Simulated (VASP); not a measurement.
# Bi (P6_3/mmc) in VASP: notebook, part 2 of 2

VASP 6.6.1. Earlier steps stand in the parts before.

### Step 4. Single point, r2SCAN (volume scaled by 0.92)

The input, POSCAR:

```
Bi
1.0
    3.4271374248      0.0000000000      0.0000000000
   -1.7135687124      2.9679880721      0.0000000000
    0.0000000000      0.0000000000      5.6386070952
Bi
2
Direct
    0.3333333333      0.6666666667      0.2500000000
    0.6666666667      0.3333333333      0.7500000000
```

The input, INCAR.step1:

```
PREC = Accurate
ENCUT = 520
ISMEAR = -1
SIGMA = 0.1
LREAL = F
LASPH = T
NELM = 80
NBANDS = 22
GGA = PE
ALGO = Normal
EDIFF = 1E-4
LWAVE = T
LCHARG = F
```

The input, INCAR.step2:

```
PREC = Accurate
ENCUT = 520
EDIFF = 1E-7
ISMEAR = -1
SIGMA = 0.1
LREAL = F
LASPH = T
NELM = 80
ALGO = Normal
ISIF = 2
LWAVE = F
LCHARG = F
METAGGA = R2SCAN
LMIXTAU = T
NBANDS = 22
ISTART = 1
```

The input, KPOINTS:

```
Automatic mesh
0
Gamma
  12 12 6
```

Potentials or basis: VASP PAW PBE potentials, release 64 (Bi_d).

Launch:

```
> cat potpaw_PBE.64/Bi_d/POTCAR > POTCAR
> cp INCAR.step1 INCAR
> mpirun -np 1 vasp_std > vasp.out
> cp INCAR.step2 INCAR
> mpirun -np 1 vasp_std > vasp.out
```

OUTCAR:

```text
PREC = Accurate
   ENCUT = 520
   EDIFF = 1E-7
   ISMEAR = -1
   LREAL = F
   LASPH = T
   NELM = 80
   ISIF = 2
   METAGGA = R2SCAN
   ISTART = 1

 ion  position               nearest neighbor table
   1  0.333  0.667  0.250-   2 3.44   2 3.44   2 3.44   2 3.44   2 3.44   2 3.44
   2  0.667  0.333  0.750-   1 3.44   1 3.44   1 3.44   1 3.44   1 3.44   1 3.44

  LATTYP: Found a hexagonal cell.
 ALAT       =     3.4271374248
 C/A-ratio  =     1.6452818771

  Lattice vectors:

 A1 = (   3.4271374248,   0.0000000000,   0.0000000000)
 A2 = (  -1.7135687124,   2.9679880721,   0.0000000000)
 A3 = (   0.0000000000,   0.0000000000,   5.6386070952)

Analysis of symmetry for initial positions (statically):
=====================================================================
 Subroutine PRICEL returns:
 Original cell was already a primitive cell.

 Routine SETGRP: Setting up the symmetry group for a
 hexagonal supercell.

 Subroutine GETGRP returns: Found 24 space group operations
 (whereof 12 operations were pure point group operations)
 out of a pool of 24 trial point group operations.

[... 160 lines left out ...]
  free energy    TOTEN  =      -116.44950076 eV

  energy without entropy =     -116.41999037  energy(sigma->0) =     -116.43474557

 E-fermi :   9.0055     XC(G=0): -11.5429

 val. band max:        8.9326482600   @ k =   0.4167   0.0833   0.1667
 cond. band min:       9.0908567372   @ k =   0.1667   0.0833   0.3333
 fundamental gap:      0.1582084772
 Fermi energy:         9.0055023018

 k-point     1 :       0.0000    0.0000    0.0000
  band No.  band energies     occupation
      1     -14.9086      2.00000
      2     -14.9027      2.00000
      3     -14.8794      2.00000
      4     -14.8794      2.00000
      5     -14.8666      2.00000
      6     -14.8666      2.00000
[... 589 lines left out ...]
     21      18.0988      0.00000
     22      19.8163      0.00000

 [... further k-points ...]

------------------------ aborting loop because EDIFF is reached ----------------------------------------

  FORCE on cell =-STRESS in cart. coord.  units (eV):
  Direction    XX          YY          ZZ          XY          YZ          ZX
  --------------------------------------------------------------------------------------
  -------------------------------------------------------------------------------------
  Total        1.8882290      1.8882290      2.1306950     -0.0000000      0.0000000      0.0000000
  in kB       52.7472400     52.7472400     59.5204724     -0.0000000      0.0000000      0.0000000
  external PRESSURE =      55.0049841 kB  Pullay stress =       0.0000000 kB

 VOLUME and BASIS-vectors are now :
 -----------------------------------------------------------------------------
  energy-cutoff  :      520.00
  volume of cell :       57.35
      direct lattice vectors                 reciprocal lattice vectors
     3.427137425  0.000000000  0.000000000     0.291788708  0.168464289  0.000000000
    -1.713568712  2.967988072  0.000000000     0.000000000  0.336928578  0.000000000
     0.000000000  0.000000000  5.638607095     0.000000000  0.000000000  0.177348764

 POSITION                                       TOTAL-FORCE (eV/Angst)
 -----------------------------------------------------------------------------------
     -0.00000      1.97866      1.40965        -0.000000      0.000000      0.000000
      1.71357      0.98933      4.22896         0.000000     -0.000000      0.000000
 -----------------------------------------------------------------------------------
    total drift:                               -0.000000      0.000000      0.000000

  FREE ENERGIE OF THE ION-ELECTRON SYSTEM (eV)
  ---------------------------------------------------
  free  energy   TOTEN  =      -116.4495007587 eV

  energy  without entropy=     -116.4199903740  energy(sigma->0) =     -116.43474557
```

OUTCAR.step1:

```text
PREC = Accurate
   ENCUT = 520
   ISMEAR = -1
   LREAL = F
   LASPH = T
   NELM = 80
[... 822 lines left out ...]
 -----------------------------------------------------------------------------------
     -0.00000      1.97866      1.40965        -0.000000      0.000000      0.000000
      1.71357      0.98933      4.22896         0.000000     -0.000000      0.000000
 -----------------------------------------------------------------------------------
    total drift:                               -0.000000      0.000000      0.000000

  FREE ENERGIE OF THE ION-ELECTRON SYSTEM (eV)
  ---------------------------------------------------
  free  energy   TOTEN  =        -7.4224137444 eV

  energy  without entropy=       -7.3903073317  energy(sigma->0) =       -7.40636054
```

OSZICAR.step1:

```text
N       E                     dE             d eps       ncg     rms          rms(c)
DAV:   1     0.308824101583E+03    0.30882E+03   -0.16405E+04  3358   0.177E+03
DAV:   2     0.184925763769E+02   -0.29033E+03   -0.28284E+03  3422   0.455E+02
DAV:   3    -0.656951419526E+01   -0.25062E+02   -0.24675E+02  3982   0.143E+02
DAV:   4    -0.739777566923E+01   -0.82826E+00   -0.82774E+00  4200   0.279E+01
DAV:   5    -0.743271199659E+01   -0.34936E-01   -0.34935E-01  4844   0.516E+00    0.619E-01
DAV:   6    -0.742435391821E+01    0.83581E-02   -0.18376E-02  4234   0.163E+00    0.354E-01
DAV:   7    -0.742235136544E+01    0.20026E-02   -0.89580E-03  4180   0.111E+00    0.110E-01
DAV:   8    -0.742241374442E+01   -0.62379E-04   -0.67504E-04  3882   0.295E-01
   1 F= -.74224137E+01 E0= -.74063605E+01  d E =-.321064E-01
```

It took 4.8 min on 1 thread of Intel Xeon 6975P-C, shared host; peak memory 0.23 GiB.

Results:

```yaml
Free_energy: -116.4495 eV
Pressure: 5.5 GPa
Band_gap_on_the_k_mesh: zero (band 15 reaches 13.81 eV, above the bottom of band 16 at 5.74 eV)
```

Stress tensor (GPa, compression positive):
```
5.27 0.00 0.00
0.00 5.27 0.00
0.00 0.00 5.95
```

Caveat: the PAW data sets were made with another functional, which shifts forces and pressure a little; spin-orbit coupling is left out, which moves the levels of the heavy elements.

### Step 5. Single point, r2SCAN (volume scaled by 0.96)

The input, POSCAR:

```
Bi
1.0
    3.4761031464      0.0000000000      0.0000000000
   -1.7380515732      3.0103936310      0.0000000000
    0.0000000000      0.0000000000      5.7191695095
Bi
2
Direct
    0.3333333333      0.6666666667      0.2500000000
    0.6666666667      0.3333333333      0.7500000000
```

Changes to INCAR.step1 since step 4:

```diff
@@ -6,3 +6,3 @@
 LASPH = T
-NELM = 80
+NELM = 60
 NBANDS = 22
```

Changes to INCAR.step2 since step 4:

```diff
@@ -2,3 +2,3 @@
 ENCUT = 520
-EDIFF = 1E-7
+EDIFF = 1E-6
 ISMEAR = -1
@@ -7,3 +7,3 @@
 LASPH = T
-NELM = 80
+NELM = 60
 ALGO = Normal
```

The input, KPOINTS:

```
regular mesh
0
Gamma
  12 12 6
```

Launch:

```
> cat potpaw_PBE.64/Bi_d/POTCAR > POTCAR
> cp INCAR.step1 INCAR
> mpirun -np 1 vasp_std > vasp.out
> cp INCAR.step2 INCAR
> mpirun -np 1 vasp_std > vasp.out
```

Wall time 4.2 min (1 thread of Intel Xeon 6975P-C, shared host); peak memory 0.24 GiB.

Results (log left out):

```yaml
Free_energy: -116.5112 eV
Pressure: 2.4 GPa
Band_gap_on_the_k_mesh: zero (band 15 reaches 12.99 eV, above the bottom of band 16 at 5.33 eV)
```

Stress tensor (GPa, compression positive):
```
2.10 0.00 0.00
0.00 2.10 0.00
0.00 0.00 2.91
```

Levels at points of the mesh, in eV from the Fermi level:
| k point | band 13 | band 14 | band 15 | band 16 | band 17 | band 18 |
| --- | --- | --- | --- | --- | --- | --- |
| (0.00, 0.00, 0.00) | -5.82 | 3.74 | 3.74 | 5.43 | 5.46 | 5.46 |
| (0.50, 0.00, 0.00) | -4.82 | -3.36 | -2.20 | 0.24 | 0.41 | 3.67 |
| (0.00, 0.00, 0.50) | -1.18 | -1.18 | 4.55 | 4.55 | 4.55 | 4.55 |
| (0.50, 0.00, 0.50) | -5.34 | -5.34 | 1.60 | 1.60 | 1.70 | 1.70 |

Caveat: the PAW data sets were made with another functional, which shifts forces and pressure a little; spin-orbit coupling is left out, which moves the levels of the heavy elements.

### Step 6. Overview

```csv
cell,k mesh,gap on the mesh (eV),pressure (GPa)
"a = 3.524, b = 3.524, c = 5.798 Å, angles 90.0, 90.0, 120.0°, 2 atoms",10 × 10 × 6,none,0.0
"a = 3.377, b = 3.377, c = 5.556 Å, angles 90.0, 90.0, 120.0°, 2 atoms",12 × 12 × 6,none,9.5
"a = 3.427, b = 3.427, c = 5.639 Å, angles 90.0, 90.0, 120.0°, 2 atoms",12 × 12 × 6,none,5.5
"a = 3.476, b = 3.476, c = 5.719 Å, angles 90.0, 90.0, 120.0°, 2 atoms",12 × 12 × 6,none,2.4
```

Alike in all rows: task single point; level r2SCAN; potentials or basis VASP PAW PBE potentials, release 64 (Bi_d); no spin polarisation; cutoff (eV) 520; smearing fermi-dirac 0.1 eV.

Caveats: the PAW data sets were made with another functional, which shifts forces and pressure a little; spin-orbit coupling is left out, which moves the levels of the heavy elements.

Total energies depend on the potentials used, so only differences within one code and one set of settings carry meaning.
